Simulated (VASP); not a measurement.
Runs of VASP 6.6.1 on W. The structure is that of space group Im-3m (No. 229), or close to it. The cells are those of the table. 

```csv
cell,gap on the mesh (eV),pressure (GPa)
"a = 2.656 Å, angles 109.5°, 1 atom",none,(b)
"a = 2.545 Å, angles 109.5°, 1 atom",none,121.2
"a = 2.620 Å, angles 108.3, 108.3, 111.8°, 1 atom",none,66.2
"a = 2.583 Å, angles 110.6, 110.6, 107.2°, 1 atom",none,91.8
"a = 2.730 Å, angles 108.4, 108.4, 111.7°, 1 atom",none,(a)
```

Alike in all rows: task single point; level PBE; potentials or basis VASP PAW PBE potentials, release 64 (W_sv); no spin polarisation; k mesh 20 × 20 × 20; cutoff (eV) 520; smearing gaussian 0.15 eV.

Task: Estimate the missing entries.

Result: (a) 10.8; (b) 44.1.

Caveats: spin-orbit coupling is left out, which moves the levels of the heavy elements.

A k mesh can miss the band edges, and the runs leave out spin-orbit coupling on W.

A gap of «none» marks levels without a gap at the run's occupations.
